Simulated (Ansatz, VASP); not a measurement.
**Hf3Sb4: VASP beside Ansatz**

The input INCAR:

```
PREC     = Accurate       # precision mode
ENCUT    = 600            # plane-wave cutoff, eV
EDIFF    = 1E-6           # SCF threshold, eV
ISMEAR   = 0              # smearing method
SIGMA    = 0.1            # smearing width, eV
LREAL    = False          # projectors in reciprocal space
LASPH    = True           # aspherical terms in the spheres
NELM     = 100            # most SCF steps
ALGO     = Normal         # electronic algorithm
ISIF     = 3              # what is computed and relaxed
LWAVE    = False          # write WAVECAR
LCHARG   = False          # write CHGCAR
GGA      = PE             # functional
IBRION   = 2              # ionic algorithm
NSW      = 90             # ionic steps
EDIFFG   = -0.04          # ionic threshold
```

KPOINTS

```
regular mesh
0
Gamma
  4 4 4
```

Contents of POSCAR:

```
Hf3Sb4
1.0
    6.2220000000      0.0000000000      0.0000000000
    0.0000000000      6.2220000000      0.0000000000
    0.0000000000      0.0000000000      6.2220000000
Hf Sb
3 4
Direct
    0.5000000000      0.0000000000      0.0000000000
    0.0000000000      0.5000000000      0.0000000000
    0.0000000000      0.0000000000      0.5000000000
    0.0000000000      0.5000000000      0.5000000000
    0.5000000000      0.0000000000      0.5000000000
    0.5000000000      0.5000000000      0.0000000000
    0.0000000000      0.0000000000      0.0000000000
```

Input for Ansatz:

```yaml
crystal:
  lattice:
    - [6.222, 0.0, 0.0]
    - [0.0, 6.222, 0.0]
    - [0.0, 0.0, 6.222]
  atoms:
    - { symbol: Hf, position: [0.5, 0.0, 0.0] }
    - { symbol: Hf, position: [0.0, 0.5, 0.0] }
    - { symbol: Hf, position: [0.0, 0.0, 0.5] }
    - { symbol: Sb, position: [0.0, 0.5, 0.5] }
    - { symbol: Sb, position: [0.5, 0.0, 0.5] }
    - { symbol: Sb, position: [0.5, 0.5, 0.0] }
    - { symbol: Sb, position: [0.0, 0.0, 0.0] }
basis:
  ecutwfc: 420
kpoints:
  mp_grid: { grid: [4, 4, 4] }
hamiltonian:
  xc: pbe
scf:
  occupations: { method: gaussian, width: 0.1 }
  lower_state_search: "off"
output:
  forces: true
  stress: true
  eigenvalues: true
relax:
  adjacent_minimum: "off"
  f_tol: 0.04
  max_steps: 70
  cell: { stress_tol: 0.4 }
```

Change from the starting cell: ordered vacancies on the cation sites of rock salt (Pm-3m, No. 221).

Alike in both runs: task relaxation of cell and atoms; functional PBE; k mesh 4 × 4 × 4; occupations gaussian, width 0.1 eV; no spin polarisation.

|  | VASP | Ansatz |
| --- | --- | --- |
| version | VASP 6.6.1 | Ansatz 0.2.0 |
| potentials or method | VASP PAW PBE potentials, release 64 (Hf_pv, Sb), cutoff 600 eV | scalar-relativistic, plane waves, PAW |
| valence electrons in the cell | 50 | 138 |

```csv
,VASP,Ansatz,Ansatz less VASP
"gap on the k mesh at the Fermi level, each at its own relaxed structure (eV)",none,none,-
relaxed volume (Å³/atom),27.26,27.38,+0.115
relaxed length of the cell vector where the two differ most in proportion (Å),5.757,5.765,+0.0081
```

A gap of «none» marks a metal or a gap that the smearing closes. VASP's potentials hold 50 valence electrons a cell and Ansatz's 138, so a difference there can come from the potentials and not from the codes.

Neither program's run includes spin-orbit coupling. Noted on VASP's run: the volume moved by over 15 % at a fixed basis, so the end points are rough.
